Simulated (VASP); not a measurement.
# Hg (Fd-3m) in VASP: notebook

Hg is run at these levels: PBE; tasks: single point, relaxation of cell and atoms.

Everything below comes from runs of VASP 6.6.1. Logs are shortened: lines on timing, memory, paths and dates and some standing lists are left out, and cuts for length are marked.

### 1 The cell of the first run

Symmetry: Fd-3m, No. 227, cubic system. The conventional cell has a = 7.672 Å, b = 7.672 Å, c = 7.672 Å, α = 90.00°, β = 90.00°, γ = 90.00°. Hg (site symmetry -43m) has 4 Hg at 3.32 Å within 4.4 Å.

### 2 Single point, PBE

INCAR

```
SYSTEM = Hg
  PREC = Accurate
  ENCUT = 520
  EDIFF = 1E-7
  ISMEAR = -1
  SIGMA = 0.05
  LREAL = .False.
  LASPH = .True.
  NELM = 80
  ALGO = Normal
  ISIF = 2
  LWAVE = .False.
  LCHARG = .False.
  GGA = PE
  NBANDS = 19
```

KPOINTS

```
regular mesh
0
Gamma
  11 11 11
  0 0 0
```

POSCAR

```
Hg
1.0
    0.0000000000      3.8360862021      3.8360862021
    3.8360862021      0.0000000000      3.8360862021
    3.8360862021      3.8360862021      0.0000000000
Hg
2
Direct
   -0.1250000000     -0.1250000000     -0.1250000000
    0.1250000000      0.1250000000      0.1250000000
```

Potentials or basis: VASP PAW PBE potentials, release 64 (Hg).

The run is started by

```bash
$ cat potpaw_PBE.64/Hg/POTCAR > POTCAR
$ mpirun -np 1 vasp_std > vasp.out
```

OUTCAR:

```text
SYSTEM = Hg
   PREC = Accurate
   ENCUT = 520
   EDIFF = 1E-7
   ISMEAR = -1
   LREAL = .False.
   LASPH = .True.
   NELM = 80
   ISIF = 2
   GGA = PE

 ion  position               nearest neighbor table
   1  0.875  0.875  0.875-   2 3.32   2 3.32   2 3.32   2 3.32
   2  0.125  0.125  0.125-   1 3.32   1 3.32   1 3.32   1 3.32

  LATTYP: Found a face centered cubic cell.
 ALAT       =     7.6721724042

  Lattice vectors:

 A1 = (   0.0000000000,   3.8360862021,   3.8360862021)
 A2 = (   3.8360862021,   0.0000000000,   3.8360862021)
 A3 = (   3.8360862021,   3.8360862021,   0.0000000000)

Analysis of symmetry for initial positions (statically):
=====================================================================
 Subroutine PRICEL returns:
 Original cell was already a primitive cell.

 Routine SETGRP: Setting up the symmetry group for a
 face centered cubic supercell.

 Subroutine GETGRP returns: Found 48 space group operations
 (whereof 12 operations were pure point group operations)
 out of a pool of 48 trial point group operations.

The static configuration has the point symmetry D_3d.
 The point group associated with its full space group is O_h .

Analysis of symmetry for dynamics (positions and initial velocities):
=====================================================================
 Subroutine PRICEL returns:
 Original cell was already a primitive cell.

 Routine SETGRP: Setting up the symmetry group for a
 face centered cubic supercell.

 Subroutine GETGRP returns: Found 48 space group operations
 (whereof 12 operations were pure point group operations)
 out of a pool of 48 trial point group operations.

The dynamic configuration has the point symmetry D_3d.
 The point group associated with its full space group is O_h .

 Subroutine INISYM returns: Found 48 space group operations
 (whereof 12 operations are pure point group operations),
 and found     1 'primitive' translations

----------------------------------------------------------------------------------------

                                     Primitive cell

  volume of cell :     112.9003

  direct lattice vectors                    reciprocal lattice vectors
     0.000000000  3.836086202  3.836086202    -0.130341179  0.130341179  0.130341179
     3.836086202  0.000000000  3.836086202     0.130341179 -0.130341179  0.130341179
     3.836086202  3.836086202  0.000000000     0.130341179  0.130341179 -0.130341179

  length of vectors
     5.425045133  5.425045133  5.425045133     0.225757545  0.225757545  0.225757545

  position of ions in fractional coordinates (direct lattice)
     0.875000000  0.875000000  0.875000000
     0.125000000  0.125000000  0.125000000

  ion indices of the primitive-cell ions
   primitive index   ion index
                 1           1
                 2           2

----------------------------------------------------------------------------------------

 KPOINTS: regular mesh

Automatic generation of k-mesh.
 Grid dimensions read from file:
 generate k-points for:   11   11   11

 Generating k-lattice:

  Cartesian coordinates                     Fractional coordinates (reciprocal lattice)
    -0.011849198  0.011849198  0.011849198     0.090909091  0.000000000  0.000000000
     0.011849198 -0.011849198  0.011849198     0.000000000  0.090909091  0.000000000
     0.011849198  0.011849198 -0.011849198     0.000000000  0.000000000  0.090909091

  Length of vectors
     0.020523413  0.020523413  0.020523413

  Shift w.r.t. Gamma in fractional coordinates (k-lattice)
     0.000000000  0.000000000  0.000000000

 Subroutine IBZKPT returns following result:
 ===========================================

 Found     56 irreducible k-points:

 Following reciprocal coordinates:
            Coordinates               Weight
  0.000000  0.000000  0.000000      1.000000
  0.090909  0.000000  0.000000      8.000000
  0.181818  0.000000  0.000000      8.000000
  0.272727  0.000000  0.000000      8.000000
  0.363636  0.000000  0.000000      8.000000
  0.454545  0.000000  0.000000      8.000000
[... 16 lines left out ...]
 -0.272727  0.181818  0.000000     24.000000
 -0.181818  0.181818  0.000000     12.000000
 [... further k-points ...]
   k-points           NKPTS =     56   k-points in BZ     NKDIM =     56   number of bands    NBANDS=     19
   number of dos      NEDOS =    301   number of ions     NIONS =      2
   total plane-waves  NPLWV =  64000
   dimension x,y,z NGX =    40 NGY =   40 NGZ =   40
   dimension x,y,z NGXF=    80 NGYF=   80 NGZF=   80
   ions per type =               2
   NGX,Y,Z   is equivalent  to a cutoff of  12.26, 12.26, 12.26 a.u.
   NGXF,Y,Z  is equivalent  to a cutoff of  24.52, 24.52, 24.52 a.u.
 SYSTEM =  Hg
   PREC   = accura    normal or accurate (medium, high low for compatibility)
   ISTART =      0    job   : 0-new  1-cont  2-samecut
   ICHARG =      2    charge: 1-file 2-atom 10-const
   ISPIN  =      1    spin polarized calculation?
   LNONCOLLINEAR =      F non collinear calculations
   LSORBIT =      F    spin-orbit coupling
   LASPH  =      T    aspherical Exc in radial PAW
   ENCUT  =  520.0 eV  38.22 Ry    6.18 a.u.  10.09 10.09 10.09*2*pi/ulx,y,z
   NELM   =     80;   NELMIN=  2; NELMDL= -5     # of ELM steps
   EDIFF  = 0.1E-06   stopping-criterion for ELM
   LREAL  =      F    real-space projection
   EDIFFG = 0.1E-05   stopping-criterion for IOM
   NSW    =      0    number of steps for IOM
   IBRION =     -1    ionic relax: 0-MD 1-quasi-New 2-CG
   NFREE  =      0    steps in history (QN), initial steepest desc. (CG)
   ISIF   =      2    stress and relaxation
   ISYM   =      2    0-nonsym 1-usesym 2-fastsym
   POTIM  = 0.5000    time-step for ionic-motion
   TEBEG  =    0.0;   TEEND  =   0.0 temperature during run
   PSTRESS=    0.0 pullay stress
   NELECT =      24.0000    total number of electrons
   NUPDOWN=      -1.0000    fix difference up-down
   EMIN   =  10.00;   EMAX   =-10.00  energy-range for DOS
   EFERMI =   0.00;   METHOD = LEGACY
   ISMEAR =    -1;   SIGMA  =   0.05  broadening in eV -4-tet -1-fermi 0-gaus
   EFERMI_NEDOS =   21; number of points for ismear=-14 and -15
   IALGO  =     38    algorithm
   IMIX   =      4    mixing-type and parameters
     AMIX     =   0.40;   BMIX     =  1.00
     AMIX_MAG =   1.60;   BMIX_MAG =  1.00
  volume/ion in A,a.u.               =      56.45       380.94
  Fermi-wavevector in a.u.,A,eV,Ry     =   0.977043  1.846343 12.988291  0.954612
  Thomas-Fermi vector in A             =   2.107709
   LORBIT       =      0    0 simple, 1 ext, 2 COOP (PROOUT), +10 PAW based schemes
   GGA     = PE    functional components
   LHFCALC =     F    Hartree Fock is set to
   AEXX    =    0.0000 exact exchange contribution
   IVDW    =     0    specifies the selected vdW correction
   LEPSILON=     F    determine dielectric tensor
   LRPA    =     F    only Hartree local field effects (RPA)
 non-spin polarized calculation
  energy-cutoff  :      520.00
  volume of cell :      112.90
 maximum number of plane-waves:      3071
   NGX = 21   NGY = 21   NGZ = 21

 number of electron      24.0000001 magnetization

 Free energy of the ion-electron system (eV)
  ---------------------------------------------------
  ext. energy  EPLUGINS =         0.00000000
  ---------------------------------------------------
  free energy    TOTEN  =        -0.21604674 eV

  energy without entropy =       -0.21596839  energy(sigma->0) =       -0.21600757

 E-fermi :  -0.6123     XC(G=0):  -6.3488

 val. band max:       -0.7438907187   @ k =   0.0000   0.0000   0.0000
 cond. band min:      -0.2725358010   @ k =  -0.3636   0.3636   0.0000
 fundamental gap:      0.4713549176
 Fermi energy:        -0.6123339927

 k-point     1 :       0.0000    0.0000    0.0000
  band No.  band energies     occupation
      1      -7.5939      2.00000
      2      -7.5939      2.00000
      3      -7.5939      2.00000
      4      -7.5580      2.00000
      5      -7.5580      2.00000
      6      -7.1027      2.00000
[... 11 lines left out ...]
     18       3.9978      0.00000
     19       4.7183      0.00000

 k-point     2 :       0.0909    0.0000    0.0000
  band No.  band energies     occupation
      1      -7.6097      2.00000
      2      -7.6097      2.00000
      3      -7.5944      2.00000
      4      -7.5373      2.00000
      5      -7.5373      2.00000
      6      -7.1271      2.00000
[... 11 lines left out ...]
     18       4.1763      0.00000
     19       5.3382      0.00000

 k-point     3 :       0.1818    0.0000    0.0000
  band No.  band energies     occupation
      1      -7.6277      2.00000
      2      -7.6277      2.00000
      3      -7.5959      2.00000
      4      -7.5071      2.00000
      5      -7.5071      2.00000
      6      -7.1764      2.00000
[... 11 lines left out ...]
     18       4.5082      0.00000
     19       6.1696      0.00000

 k-point     4 :       0.2727    0.0000    0.0000
  band No.  band energies     occupation
      1      -7.6373      2.00000
      2      -7.6373      2.00000
      3      -7.5980      2.00000
      4      -7.4846      2.00000
      5      -7.4846      2.00000
      6      -7.2237      2.00000
[... 11 lines left out ...]
     18       5.2626      0.00000
     19       6.1802      0.00000

 k-point     5 :       0.3636    0.0000    0.0000
  band No.  band energies     occupation
      1      -7.6395      2.00000
      2      -7.6395      2.00000
      3      -7.6001      2.00000
      4      -7.4743      2.00000
      5      -7.4743      2.00000
      6      -7.2586      2.00000
[... 11 lines left out ...]
     18       5.9251      0.00000
     19       6.2795      0.00000
[... 334 lines left out ...]
      2      -7.6507      2.00000
      3      -7.5690      2.00000
      4      -7.4258      2.00000
      5      -7.4199      2.00000
      6      -7.3357      2.00000
[... 11 lines left out ...]
     18       6.1223      0.00000
     19       7.5848      0.00000

 k-point    22 :      -0.3636    0.1818    0.0000
  band No.  band energies     occupation
      1      -7.6769      2.00000
      2      -7.6595      2.00000
      3      -7.5589      2.00000
      4      -7.4536      2.00000
      5      -7.4058      2.00000
      6      -7.3185      2.00000
[... 11 lines left out ...]
     18       6.1398      0.00000
     19       7.2711      0.00000

 k-point    23 :      -0.2727    0.1818    0.0000
  band No.  band energies     occupation
      1      -7.6638      2.00000
      2      -7.6620      2.00000
      3      -7.5639      2.00000
      4      -7.4782      2.00000
      5      -7.4097      2.00000
      6      -7.2906      2.00000
[... 11 lines left out ...]
     18       5.4046      0.00000
     19       7.2531      0.00000

 k-point    24 :      -0.1818    0.1818    0.0000
  band No.  band energies     occupation
      1      -7.6602      2.00000
      2      -7.6407      2.00000
      3      -7.5816      2.00000
      4      -7.4946      2.00000
      5      -7.4361      2.00000
      6      -7.2560      2.00000
[... 11 lines left out ...]
     18       5.2434      0.00000
     19       7.0355      0.00000

 [... further k-points ...]
[... 5 lines left out ...]
  --------------------------------------------------------------------------------------
  -------------------------------------------------------------------------------------
  Total       -0.0093424     -0.0093424     -0.0093424     -0.0000000     -0.0000000      0.0000000
  in kB       -0.1325785     -0.1325785     -0.1325785     -0.0000000     -0.0000000      0.0000000
  external PRESSURE =      -0.1325785 kB  Pullay stress =       0.0000000 kB

 VOLUME and BASIS-vectors are now :
 -----------------------------------------------------------------------------
  energy-cutoff  :      520.00
  volume of cell :      112.90
      direct lattice vectors                 reciprocal lattice vectors
     0.000000000  3.836086202  3.836086202    -0.130341179  0.130341179  0.130341179
     3.836086202  0.000000000  3.836086202     0.130341179 -0.130341179  0.130341179
     3.836086202  3.836086202  0.000000000     0.130341179  0.130341179 -0.130341179

 POSITION                                       TOTAL-FORCE (eV/Angst)
 -----------------------------------------------------------------------------------
      6.71315      6.71315      6.71315         0.000000      0.000000      0.000000
      0.95902      0.95902      0.95902        -0.000000     -0.000000     -0.000000
 -----------------------------------------------------------------------------------
    total drift:                                0.000000      0.000000     -0.000000

  FREE ENERGIE OF THE ION-ELECTRON SYSTEM (eV)
  ---------------------------------------------------
  free  energy   TOTEN  =        -0.2160467427 eV

  energy  without entropy=       -0.2159683935  energy(sigma->0) =       -0.21600757
```

It took 2.1 min on 1 thread of AMD EPYC 7R13, shared host; peak memory 0.26 GiB.

Results:

```
Free energy            : -0.2160 eV
Pressure               : 0.0 GPa
Band gap on the k mesh : 0.47 eV, indirect (least direct gap 2.92 eV)
```

Caveat: spin-orbit coupling is left out, which moves the levels of the heavy elements. A k mesh can miss the band edges.

### 3 Single point, PBE

This run uses another cell than the first one, of 42.90 Å³/atom, 0.760 times its volume.

INCAR

```
SYSTEM = Hg
PREC = Accurate
ENCUT = 520
EDIFF = 1E-6
ISMEAR = -1
SIGMA = 0.05
LREAL = .False.
LASPH = .True.
NELM = 60
ALGO = Normal
ISIF = 2
LWAVE = .False.
LCHARG = .False.
GGA = PE
NBANDS = 19
```

KPOINTS

```
regular mesh
0
Gamma
  14 14 14
  0 0 0
```

POSCAR

```
Hg
1.0
    0.0000000000      3.5007375682      3.5007375682
    3.5007375682      0.0000000000      3.5007375682
    3.5007375682      3.5007375682      0.0000000000
Hg
2
Direct
   -0.1250000000     -0.1250000000     -0.1250000000
    0.1250000000      0.1250000000      0.1250000000
```

Potentials or basis: VASP PAW PBE potentials, release 64 (Hg).

The run is started by

```bash
$ cat potpaw_PBE.64/Hg/POTCAR > POTCAR
$ mpirun -np 1 vasp_std > vasp.out
```

Wall time 3.9 min (1 thread of AMD EPYC 7R13, shared host); peak memory 0.29 GiB.

Results (log left out):

| Item | Value |
| --- | --- |
| Free energy | -0.1702 eV |
| Pressure | 0.6 GPa |
| Band gap on the k mesh | zero (band 12 reaches 1.78 eV, above the bottom of band 13 at 0.16 eV) |

Levels at points of the mesh, in eV from the Fermi level:
```tsv
k point	band 8	band 9	band 10	band 11	band 12	band 13	band 14	band 15	band 16	band 17
(0.00, 0.00, 0.00)	-6.64	-6.64	-6.43	-6.43	1.52	4.07	4.07	4.07	5.43	5.43
(0.50, 0.00, 0.00)	-6.66	-6.40	-6.40	-4.91	-2.93	2.57	2.57	2.61	6.38	6.38
(0.50, 0.50, 0.00)	-6.83	-6.34	-6.34	-3.78	-3.78	0.97	0.97	3.62	3.62	10.63
```

Caveat: spin-orbit coupling is left out, which moves the levels of the heavy elements.

(Continued in part 2 of 2.)
